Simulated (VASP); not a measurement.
# RbTlS (Immm) in VASP: single point with PBE

Aim: the single point of RbTlS with PBE.

All numbers are computed with VASP 6.6.1; they aren't measurements. Logs are shortened: lines on timing, memory, paths and dates and some standing lists are left out, and cuts for length are marked.

**1. The cell of the first run**

It takes space group Immm (No. 71, orthorhombic). Conventional cell: a = 5.822 Å, b = 6.453 Å, c = 7.373 Å, α = 90.00°, β = 90.00°, γ = 90.00°. Rb (site symmetry mmm) has 2 S at 3.23 Å and 6 Tl at 3.69 to 4.35 Å within 4.4 Å. Tl (site symmetry mmm) has 2 S at 2.91 Å and 2 Rb at 3.69 Å within 3.8 Å. S (site symmetry mmm) has 2 Tl at 2.91 Å and 2 Rb at 3.23 Å within 3.8 Å.

The cell was built from a structure type or drawn by symmetry, and may not be a known phase.

**2. Single point, PBE**

Contents of INCAR:

```
PREC = Accurate
ENCUT = 500
EDIFF = 1E-6
ISMEAR = 0
SIGMA = 0.15
LREAL = F
LASPH = T
NELM = 120
ALGO = Normal
ISIF = 2
LWAVE = F
LCHARG = F
GGA = PE
NBANDS = 21
GGA_COMPAT = F
```

Contents of KPOINTS:

```
regular mesh
0
Gamma
  3 3 3
```

Contents of POSCAR:

```
RbTlS
1.0
   -2.9108355052      3.2264430049      3.6865246693
    2.9108355052     -3.2264430049      3.6865246693
    2.9108355052      3.2264430049     -3.6865246693
Rb Tl S
1 1 1
Direct
    0.0000000000      0.0000000000      0.0000000000
    0.5000000000      0.5000000000      0.0000000000
    0.5000000000      0.0000000000      0.5000000000
```

Potentials or basis: VASP PAW PBE potentials, release 64 (Rb_sv, Tl_d, S).

Command:

```bash
$ cat potpaw_PBE.64/Rb_sv/POTCAR potpaw_PBE.64/Tl_d/POTCAR potpaw_PBE.64/S/POTCAR > POTCAR
$ mpirun -np 1 vasp_std > vasp.out
```

OUTCAR:

```text
PREC = Accurate
   ENCUT = 500
   EDIFF = 1E-6
   ISMEAR = 0
   LREAL = F
   LASPH = T
   NELM = 120
   ISIF = 2
   GGA = PE

 ion  position               nearest neighbor table
   1  0.000  0.000  0.000-   3 3.23   3 3.23   2 3.69   2 3.69   2 4.35   2 4.35   2 4.35   2 4.35

   2  0.500  0.500  0.000-   3 2.91   3 2.91   1 3.69   1 3.69   1 4.35   1 4.35   1 4.35   1 4.35

   3  0.500  0.000  0.500-   2 2.91   2 2.91   1 3.23   1 3.23

  LATTYP: Found a body centered orthorhombic cell.
 ALAT       =     5.8216710104
 B/A-ratio  =     1.1084250550
 C/A-ratio  =     1.2664833388

  Lattice vectors:

 A1 = (  -2.9108355052,   3.2264430049,   3.6865246693)
 A2 = (   2.9108355052,  -3.2264430049,   3.6865246693)
 A3 = (   2.9108355052,   3.2264430049,  -3.6865246693)

Analysis of symmetry for initial positions (statically):
=====================================================================
 Subroutine PRICEL returns:
 Original cell was already a primitive cell.

 Routine SETGRP: Setting up the symmetry group for a
 body centered orthorhombic supercell.

 Subroutine GETGRP returns: Found  8 space group operations
 (whereof  8 operations were pure point group operations)
 out of a pool of  8 trial point group operations.

The static configuration has the point symmetry D_2h.

Analysis of symmetry for dynamics (positions and initial velocities):
=====================================================================
 Subroutine PRICEL returns:
 Original cell was already a primitive cell.

 Routine SETGRP: Setting up the symmetry group for a
 body centered orthorhombic supercell.

 Subroutine GETGRP returns: Found  8 space group operations
 (whereof  8 operations were pure point group operations)
 out of a pool of  8 trial point group operations.

The dynamic configuration has the point symmetry D_2h.

 Subroutine INISYM returns: Found  8 space group operations
 (whereof  8 operations are pure point group operations),
 and found     1 'primitive' translations

----------------------------------------------------------------------------------------

                                     Primitive cell

  volume of cell :     138.4901

  direct lattice vectors                    reciprocal lattice vectors
    -2.910835505  3.226443005  3.686524669     0.000000000  0.154969420  0.135629094
     2.910835505 -3.226443005  3.686524669     0.171771987  0.000000000  0.135629094
     2.910835505  3.226443005 -3.686524669     0.171771987  0.154969420  0.000000000

  length of vectors
     5.698540334  5.698540334  5.698540334     0.205938758  0.218862666  0.231346357

  position of ions in fractional coordinates (direct lattice)
     0.000000000  0.000000000  0.000000000
     0.500000000  0.500000000  0.000000000
     0.500000000  0.000000000  0.500000000

  ion indices of the primitive-cell ions
   primitive index   ion index
                 1           1
                 2           2
                 3           3

----------------------------------------------------------------------------------------

 KPOINTS: regular mesh

Automatic generation of k-mesh.
 Grid dimensions read from file:
 generate k-points for:    3    3    3

 Generating k-lattice:

  Cartesian coordinates                     Fractional coordinates (reciprocal lattice)
     0.000000000  0.051656473  0.045209698     0.333333333  0.000000000  0.000000000
     0.057257329  0.000000000  0.045209698     0.000000000  0.333333333  0.000000000
     0.057257329  0.051656473  0.000000000     0.000000000  0.000000000  0.333333333

  Length of vectors
     0.068646253  0.072954222  0.077115452

  Shift w.r.t. Gamma in fractional coordinates (k-lattice)
     0.000000000  0.000000000  0.000000000

 Subroutine IBZKPT returns following result:
 ===========================================

 Found      8 irreducible k-points:

 Following reciprocal coordinates:
            Coordinates               Weight
  0.000000  0.000000  0.000000      1.000000
  0.333333 -0.000000  0.000000      4.000000
 -0.000000  0.333333  0.000000      4.000000
  0.333333  0.333333  0.000000      8.000000
 -0.333333  0.333333  0.000000      4.000000
 -0.333333  0.333333  0.333333      2.000000
  0.333333 -0.333333  0.333333      2.000000
 -0.333333 -0.333333  0.333333      2.000000
   k-points           NKPTS =      8   k-points in BZ     NKDIM =      8   number of bands    NBANDS=     21
   number of dos      NEDOS =    301   number of ions     NIONS =      3
   total plane-waves  NPLWV =  74088
   dimension x,y,z NGX =    42 NGY =   42 NGZ =   42
   dimension x,y,z NGXF=    84 NGYF=   84 NGZF=   84
   ions per type =               1   1   1
   NGX,Y,Z   is equivalent  to a cutoff of  12.25, 12.25, 12.25 a.u.
   NGXF,Y,Z  is equivalent  to a cutoff of  24.51, 24.51, 24.51 a.u.
 SYSTEM =  unknown system
   PREC   = accura    normal or accurate (medium, high low for compatibility)
   ISTART =      0    job   : 0-new  1-cont  2-samecut
   ICHARG =      2    charge: 1-file 2-atom 10-const
   ISPIN  =      1    spin polarized calculation?
   LNONCOLLINEAR =      F non collinear calculations
   LSORBIT =      F    spin-orbit coupling
   LASPH  =      T    aspherical Exc in radial PAW
   ENCUT  =  500.0 eV  36.75 Ry    6.06 a.u.  10.39 10.39 10.39*2*pi/ulx,y,z
   NELM   =    120;   NELMIN=  2; NELMDL= -5     # of ELM steps
   EDIFF  = 0.1E-05   stopping-criterion for ELM
   LREAL  =      F    real-space projection
   EDIFFG = 0.1E-04   stopping-criterion for IOM
   NSW    =      0    number of steps for IOM
   IBRION =     -1    ionic relax: 0-MD 1-quasi-New 2-CG
   NFREE  =      0    steps in history (QN), initial steepest desc. (CG)
   ISIF   =      2    stress and relaxation
   ISYM   =      2    0-nonsym 1-usesym 2-fastsym
   POTIM  = 0.5000    time-step for ionic-motion
   TEBEG  =    0.0;   TEEND  =   0.0 temperature during run
   PSTRESS=    0.0 pullay stress
   NELECT =      28.0000    total number of electrons
   NUPDOWN=      -1.0000    fix difference up-down
   EMIN   =  10.00;   EMAX   =-10.00  energy-range for DOS
   EFERMI =   0.00;   METHOD = LEGACY
   ISMEAR =     0;   SIGMA  =   0.15  broadening in eV -4-tet -1-fermi 0-gaus
   EFERMI_NEDOS =   21; number of points for ismear=-14 and -15
   IALGO  =     38    algorithm
   IMIX   =      4    mixing-type and parameters
     AMIX     =   0.40;   BMIX     =  1.00
     AMIX_MAG =   1.60;   BMIX_MAG =  1.00
  volume/ion in A,a.u.               =      46.16       311.53
  Fermi-wavevector in a.u.,A,eV,Ry     =   0.960848  1.815739 12.561285  0.923228
  Thomas-Fermi vector in A             =   2.090168
   LORBIT       =      0    0 simple, 1 ext, 2 COOP (PROOUT), +10 PAW based schemes
   GGA     = PE    functional components
   LHFCALC =     F    Hartree Fock is set to
   AEXX    =    0.0000 exact exchange contribution
   IVDW    =     0    specifies the selected vdW correction
   LEPSILON=     F    determine dielectric tensor
   LRPA    =     F    only Hartree local field effects (RPA)
 non-spin polarized calculation
 Gauss-broadening in eV      SIGMA  =   0.15
  energy-cutoff  :      500.00
  volume of cell :      138.49
 maximum number of plane-waves:      3541
 NGX is ok and might be reduce to    42
   NGX = 21   NGY = 21   NGZ = 21

 number of electron      28.0000003 magnetization

 Free energy of the ion-electron system (eV)
  ---------------------------------------------------
  ext. energy  EPLUGINS =         0.00000000
  ---------------------------------------------------
  free energy    TOTEN  =        -8.36881781 eV

  energy without entropy =       -8.36881781  energy(sigma->0) =       -8.36881781

 E-fermi :   1.3571     XC(G=0):  -6.8790

 val. band max:        0.7073438118   @ k =  -0.0000   0.3333   0.0000
 cond. band min:       1.9868684893   @ k =  -0.0000   0.3333   0.0000
 fundamental gap:      1.2795246775
 Fermi energy:         1.3571401111

 k-point     1 :       0.0000    0.0000    0.0000
  band No.  band energies     occupation
      1     -26.3560      2.00000
      2     -10.6724      2.00000
      3     -10.5775      2.00000
      4     -10.5440      2.00000
      5     -10.5260      2.00000
      6     -10.5244      2.00000
[... 13 lines left out ...]
     20       5.5172      0.00000
     21       6.5848      0.00000

 k-point     2 :       0.3333   -0.0000    0.0000
  band No.  band energies     occupation
      1     -26.3555      2.00000
      2     -10.8831      2.00000
      3     -10.7506      2.00000
      4     -10.5453      2.00000
      5     -10.5239      2.00000
      6     -10.4106      2.00000
[... 13 lines left out ...]
     20       6.7225      0.00000
     21       7.4129      0.00000

 k-point     3 :      -0.0000    0.3333    0.0000
  band No.  band energies     occupation
      1     -26.3555      2.00000
      2     -10.7562      2.00000
      3     -10.5559      2.00000
      4     -10.5348      2.00000
      5     -10.4204      2.00000
      6     -10.3770      2.00000
[... 13 lines left out ...]
     20       6.6417      0.00000
     21       7.3070      0.00000

 k-point     4 :       0.3333    0.3333    0.0000
  band No.  band energies     occupation
      1     -26.3552      2.00000
      2     -10.7607      2.00000
      3     -10.7049      2.00000
      4     -10.5515      2.00000
      5     -10.5146      2.00000
      6     -10.4078      2.00000
[... 13 lines left out ...]
     20       7.1524      0.00000
     21       7.5092      0.00000

 k-point     5 :      -0.3333    0.3333    0.0000
  band No.  band energies     occupation
      1     -26.3554      2.00000
      2     -10.7063      2.00000
      3     -10.5864      2.00000
      4     -10.5541      2.00000
      5     -10.5248      2.00000
      6     -10.5230      2.00000
[... 13 lines left out ...]
     20       6.8097      0.00000
     21       6.8814      0.00000

 k-point     6 :      -0.3333    0.3333    0.3333
  band No.  band energies     occupation
      1     -26.3552      2.00000
      2     -10.5963      2.00000
      3     -10.5829      2.00000
      4     -10.5212      2.00000
      5     -10.5136      2.00000
      6     -10.4072      2.00000
[... 13 lines left out ...]
     20       6.8525      0.00000
     21       6.9843      0.00000

 k-point     7 :       0.3333   -0.3333    0.3333
  band No.  band energies     occupation
      1     -26.3552      2.00000
      2     -10.8816      2.00000
      3     -10.5985      2.00000
      4     -10.5451      2.00000
      5     -10.5437      2.00000
      6     -10.5187      2.00000
[... 13 lines left out ...]
     20       7.1893      0.00000
     21       7.2561      0.00000

 k-point     8 :      -0.3333   -0.3333    0.3333
  band No.  band energies     occupation
      1     -26.3552      2.00000
      2     -10.7661      2.00000
      3     -10.6622      2.00000
      4     -10.5410      2.00000
      5     -10.5317      2.00000
      6     -10.4052      2.00000
[... 13 lines left out ...]
     20       7.1977      0.00000
     21       7.2198      0.00000

------------------------ aborting loop because EDIFF is reached ----------------------------------------

  FORCE on cell =-STRESS in cart. coord.  units (eV):
  Direction    XX          YY          ZZ          XY          YZ          ZX
  --------------------------------------------------------------------------------------
  -------------------------------------------------------------------------------------
  Total       -0.0398686      0.0155784      0.2313454      0.0000000      0.0000000      0.0000000
  in kB       -0.4612357      0.1802248      2.6764098      0.0000000      0.0000000      0.0000000
  external PRESSURE =       0.7984663 kB  Pullay stress =       0.0000000 kB

 VOLUME and BASIS-vectors are now :
 -----------------------------------------------------------------------------
  energy-cutoff  :      500.00
  volume of cell :      138.49
      direct lattice vectors                 reciprocal lattice vectors
    -2.910835505  3.226443005  3.686524669     0.000000000  0.154969420  0.135629094
     2.910835505 -3.226443005  3.686524669     0.171771987  0.000000000  0.135629094
     2.910835505  3.226443005 -3.686524669     0.171771987  0.154969420  0.000000000

 POSITION                                       TOTAL-FORCE (eV/Angst)
 -----------------------------------------------------------------------------------
      0.00000      0.00000      0.00000         0.000000      0.000000      0.000000
      0.00000      0.00000      3.68652        -0.000000      0.000000      0.000000
      0.00000      3.22644      0.00000         0.000000     -0.000000     -0.000000
 -----------------------------------------------------------------------------------
    total drift:                               -0.000000      0.000000     -0.000000

  FREE ENERGIE OF THE ION-ELECTRON SYSTEM (eV)
  ---------------------------------------------------
  free  energy   TOTEN  =        -8.3688178081 eV

  energy  without entropy=       -8.3688178076  energy(sigma->0) =       -8.36881781
```

Wall time 20 s (1 thread of Intel Xeon 6975P-C (Granite Rapids), shared host); peak memory 0.26 GiB.

Results:

- Free energy: -8.3688 eV
- Pressure: 0.1 GPa
- Band gap on the k mesh: 1.28 eV

Caveat: the k points lie up to 0.46 Å⁻¹ apart; spin-orbit coupling is left out, which moves the levels of the heavy elements; an odd mesh through Γ misses points on the zone boundary, where band edges can lie.
